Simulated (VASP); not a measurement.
Here is a VASP 6.6.1 calculation.

INCAR

```
SYSTEM = Sn
ALGO     = Fast           ! electronic algorithm
EDIFF    = 1E-6           ! SCF threshold, eV
ENCUT    = 520            ! plane-wave cutoff, eV
ISIF     = 2              ! what is computed and relaxed
ISMEAR   = -1             ! smearing method
LASPH    = .TRUE.         ! aspherical terms in the spheres
LCHARG   = .TRUE.         ! write CHGCAR
LELF     = .TRUE.         ! ELF
LREAL    = .FALSE.        ! projectors in reciprocal space
LVHAR    = .TRUE.       
LWAVE    = .FALSE.        ! write WAVECAR
NBANDS   = 21             ! bands
NELM     = 100            ! most SCF steps
PREC     = Accurate       ! precision mode
SIGMA    = 0.05           ! smearing width, eV
```

Contents of KPOINTS:

```
k-points
0
G
  9 9 9
  0 0 0
```

The input POSCAR:

```
Sn
1.0
   -2.9004039564      2.9004039564      1.5776871502
    2.9004039564     -2.9004039564      1.5776871502
    2.9004039564      2.9004039564     -1.5776871502
Sn
2
Direct
    0.0000000000      0.0000000000      0.0000000000
    0.7500000000      0.2500000000      0.5000000000
```

Potentials or basis: VASP PAW LDA potentials, release 64 (Sn_d).

The run is started by

```console
$ cat potpaw_LDA.64/Sn_d/POTCAR > POTCAR
$ mpirun -np 1 vasp_std > vasp.out
```

Question: Estimate the band gap on the k mesh.

Answer: Zero (bands 14 and 15 overlap by 4.12 eV).

Question: Estimate the pressure.

Answer: -0.8 GPa.

Stress tensor (GPa, compression positive):
```
-0.60  0.00  0.00
 0.00 -0.60  0.00
 0.00  0.00 -1.14
```

Caveat: spin-orbit coupling is left out, which moves the levels of the heavy elements.
